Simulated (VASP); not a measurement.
# LiH5 in VASP: further runs, part 2 of 2

VASP 6.6.1. The steps go on from the part before.

## Step 3: Single point, PBE

This run uses another cell than the first one, of 4.99 Å³/atom.

The input, INCAR:

```
SYSTEM = LiH5
ALGO = Normal
EDIFF = 1E-7
ENCUT = 520
GGA = PE
ISIF = 2
ISMEAR = 0
LASPH = .True.
LCHARG = .True.
LELF = .True.
LREAL = .False.
LVHAR = .True.
LWAVE = .False.
NBANDS = 13
NELM = 60
PREC = Accurate
SIGMA = 0.1
```

The input, KPOINTS:

```
k-points
0
Gamma
  12 12 14
  0 0 0
```

The input, POSCAR:

```
LiH5
1.0
    3.7605692808      0.0000000000      0.0000000000
   -1.8802846403      3.2567485298      0.0000000000
    0.0000000000      0.0000000000      2.4461693132
Li H
1 5
Direct
    0.0000000000      0.0000000000      0.5000000000
    0.6666666667      0.3333333333      0.5000000000
    0.5090976577      0.0181953153      0.0000000000
    0.5090976577      0.4909023423      0.0000000000
    0.9818046847      0.4909023423      0.0000000000
    0.3333333333      0.6666666667      0.0000000000
```

Potentials or basis: VASP PAW PBE potentials, release 64 (Li_sv, H).

Started as:

```bash
cat potpaw_PBE.64/Li_sv/POTCAR potpaw_PBE.64/H/POTCAR > POTCAR
mpirun -np 1 vasp_std > vasp.out
```

OUTCAR:

```text
SYSTEM = LiH5
   EDIFF = 1E-7
   ENCUT = 520
   GGA = PE
   ISIF = 2
   ISMEAR = 0
   LASPH = .True.
   LREAL = .False.
   NELM = 60
   PREC = Accurate

 ion  position               nearest neighbor table
   1  0.000  0.000  0.500-
   2  0.667  0.333  0.500-
   3  0.509  0.018  0.000-
   4  0.509  0.491  0.000-
   5  0.982  0.491  0.000-
   6  0.333  0.667  0.000-

  LATTYP: Found a hexagonal cell.
[... 589 lines left out ...]
  --------------------------------------------------------------------------------------
  -------------------------------------------------------------------------------------
  Total       -0.0573121     -0.0573121     -0.0604110     -0.0000000     -0.0000000     -0.0000000
  in kB       -3.0650132     -3.0650132     -3.2307394     -0.0000000     -0.0000000     -0.0000000
  external PRESSURE =      -3.1202553 kB  Pullay stress =       0.0000000 kB

 VOLUME and BASIS-vectors are now :
 -----------------------------------------------------------------------------
  energy-cutoff  :      520.00
  volume of cell :       29.96
      direct lattice vectors                 reciprocal lattice vectors
     3.760569281  0.000000000  0.000000000     0.265917186  0.153527359  0.000000000
    -1.880284640  3.256748530  0.000000000     0.000000000  0.307054718  0.000000000
     0.000000000  0.000000000  2.446169313     0.000000000  0.000000000  0.408802447

 POSITION                                       TOTAL-FORCE (eV/Angst)
 -----------------------------------------------------------------------------------
      0.00000      0.00000      1.22308        -0.000000     -0.000000     -0.000000
      1.88028      1.08558      1.22308        -0.000000     -0.000000     -0.000000
      1.88028      0.05926      0.00000         0.000000      0.002828      0.000000
      0.99146      1.59875      0.00000         0.002449     -0.001414     -0.000000
      2.76911      1.59875      0.00000        -0.002449     -0.001414     -0.000000
     -0.00000      2.17117      0.00000        -0.000000      0.000000     -0.000000
 -----------------------------------------------------------------------------------
    total drift:                               -0.000000      0.000000     -0.000000

  FREE ENERGIE OF THE ION-ELECTRON SYSTEM (eV)
  ---------------------------------------------------
  free  energy   TOTEN  =       -15.1335822600 eV

  energy  without entropy=      -15.1308571694  energy(sigma->0) =      -15.13221971
```

stdout:

```text
POSCAR found type information on POSCAR LiH
 POSCAR found :  2 types and       6 ions
 scaLAPACK will be used
 LDA part: xc-table for (Slater+PW92), standard interpolation
 POSCAR, INCAR and KPOINTS ok, starting setup
 FFT: planning ... GRIDC
 FFT: planning ... GRID_SOFT
 FFT: planning ... GRID
 WAVECAR not read
 entering main loop
```

It took 66 s on 1 thread of AMD EPYC 7R43 (Zen 3), shared host; peak memory 0.13 GiB.

Results:

```yaml
Free_energy: -15.1336 eV
Band_gap_on_the_k_mesh: zero (bands 4 and 5 overlap by 2.94 eV)
```

Forces in eV/Å, atoms in the order of the input:
```
Li   0.000  0.000  0.000
H    0.000  0.000  0.000
H    0.000  0.003  0.000
H    0.002 -0.001  0.000
H   -0.002 -0.001  0.000
H    0.000  0.000  0.000
```

Caveat: the cutoff is under 1.25 times the usual one of these potentials, so pressure, stress and relaxed cells hold a basis-set (Pulay) error.

## Step 4: Relaxation of cell and atoms, PBE

The input, INCAR:

```
SYSTEM = LiH5
ALGO = Normal ; EDIFF = 1E-6
EDIFFG = -0.01 ; ENCUT = 600
GGA = PE ; IBRION = 2
ISIF = 3 ; ISMEAR = 0
LASPH = .True. ; LCHARG = .False.
LREAL = .False. ; LWAVE = .False.
NELM = 60 ; NSW = 100
PREC = Accurate ; SIGMA = 0.1
```

KPOINTS is that of step 3.

The input, POSCAR:

```
LiH5
1.0
    3.5363259151      0.0000000000      0.0000000000
   -1.7681629575      3.0625480785      0.0000000000
    0.0000000000      0.0000000000      2.8441634249
Li H
1 5
Direct
    0.0000000000      0.0000000000      0.5000000000
    0.6666666667      0.3333333333      0.5000000000
    0.5214906670      0.0429813341      0.0000000000
    0.5214906670      0.4785093330      0.0000000000
    0.9570186659      0.4785093330      0.0000000000
    0.3333333333      0.6666666667      0.0000000000
```

Started as:

```bash
cat potpaw_PBE.64/Li_sv/POTCAR potpaw_PBE.64/H/POTCAR > POTCAR
mpirun -np 1 vasp_std > vasp.out
```

It took 10 min on 1 thread of AMD EPYC 7R43 (Zen 3), shared host; peak memory 0.13 GiB.

Results (log left out):

| Quantity | Value |
| --- | --- |
| Free energy | -15.1339 eV |
| Relaxed volume | 4.97 Å³/atom |
| Relaxed cell | a = 3.754 Å, b = 3.754 Å, c = 2.444 Å, α = 90.00°, β = 90.00°, γ = 120.00° |
| Space group after relaxing (to 0.1 Å) | P-6m2 (No. 187) |
| Energy gained by relaxing | 22.9 meV/atom |
| Ionic steps | 27 |
| Pressure after relaxing | 0.0 GPa |
| Band gap on the k mesh | zero (bands 4 and 5 overlap by 2.96 eV) |

Step by step:
```csv
step,energy change (eV),largest force (eV/Å),pressure (GPa),volume (Å³)
1,0.0000,0.0983,0.00,30.80
2,-0.0028,0.0876,0.01,30.80
3,-0.0127,0.0485,0.06,30.80
4,-0.0329,0.0976,0.28,30.79
5,-0.0387,0.5210,1.34,30.72
6,-0.0417,0.3199,0.81,30.76
7,-0.0426,0.3257,0.82,30.76
8,-0.0454,0.3425,0.83,30.77
9,-0.0508,0.3799,0.85,30.78
10,-0.0587,0.4741,0.87,30.81
11,-0.0535,0.6410,1.01,30.84
12,-0.0594,0.5517,0.91,30.82
13,-0.0685,0.5231,0.67,30.85
14,-0.0908,0.4228,0.03,30.94
15,-0.1207,0.2126,-1.16,31.09
16,-0.0916,0.0807,-2.83,31.25
17,-0.1255,0.1258,-1.74,31.15
18,-0.1255,0.1361,-1.68,31.15
19,-0.1284,0.1172,-1.49,30.99
20,-0.1345,0.0624,-0.92,30.54
21,-0.1356,0.0357,0.41,29.64
22,-0.1369,0.0040,-0.18,30.01
23,-0.1371,0.0007,-0.16,29.99
24,-0.1375,0.0137,-0.12,29.92
25,-0.1370,0.0348,-0.03,29.77
26,-0.1376,0.0186,-0.11,29.88
27,-0.1377,0.0002,0.02,29.83
```

Final structure:
```yaml
crystal:
  lattice:
    - [3.75410, 0.00000, 0.00000]
    - [-1.87705, 3.25114, 0.00000]
    - [0.00000, 0.00000, 2.44443]
  atoms:
    - { symbol: Li, position: [0.00000, 0.00000, 0.50000] }
    - { symbol: H, position: [0.66667, 0.33333, 0.50000] }
    - { symbol: H, position: [0.50929, 0.01858, 0.00000] }
    - { symbol: H, position: [0.50929, 0.49071, 0.00000] }
    - { symbol: H, position: [0.98142, 0.49071, 0.00000] }
    - { symbol: H, position: [0.33333, 0.66667, 0.00000] }
```

Levels at points of the mesh, in eV from the Fermi level:
| k point | band 1 | band 2 | band 3 | band 4 | band 5 | band 6 | band 7 | band 8 |
| --- | --- | --- | --- | --- | --- | --- | --- | --- |
| (0.00, 0.00, 0.00) | -46.54 | -12.31 | -1.82 | -0.63 | -0.63 | 4.74 | 4.74 | 7.95 |
| (0.50, 0.00, 0.00) | -46.54 | -10.45 | -8.11 | -2.07 | 1.82 | 8.35 | 10.27 | 10.29 |
| (0.00, 0.00, 0.50) | -46.48 | -9.15 | -3.46 | 1.87 | 1.87 | 3.64 | 8.02 | 8.03 |
| (0.50, 0.00, 0.50) | -46.48 | -7.34 | -4.04 | -2.79 | 1.08 | 3.74 | 3.94 | 7.75 |

Caveat: the cutoff is under 1.25 times the usual one of these potentials, so pressure, stress and relaxed cells hold a basis-set (Pulay) error.

## Step 5: The runs side by side

```tsv
task	cell	k mesh	cutoff (eV)	gap on the mesh (eV)
single point	a = 3.536, b = 3.536, c = 2.844 Å, angles 90.0, 90.0, 120.0°, 6 atoms, atomic positions A	6 × 6 × 6	520	none
single point	a = 3.761, b = 3.761, c = 2.446 Å, angles 90.0, 90.0, 120.0°, 6 atoms, atomic positions B	12 × 12 × 14	520	none
relaxation of cell and atoms	relaxed from a = 3.536, b = 3.536, c = 2.844 Å, angles 90.0, 90.0, 120.0°, 6 atoms, atomic positions C	12 × 12 × 14	600	none
```

Alike in all rows: level PBE; potentials or basis VASP PAW PBE potentials, release 64 (Li_sv, H); no spin polarisation; smearing gaussian 0.1 eV.

Caveats: some runs use coarse meshes; the cutoff is under 1.25 times the usual one of these potentials, so pressure, stress and relaxed cells hold a basis-set (Pulay) error.

Total energies depend on the potentials used, so only differences within one code and one set of settings carry meaning.
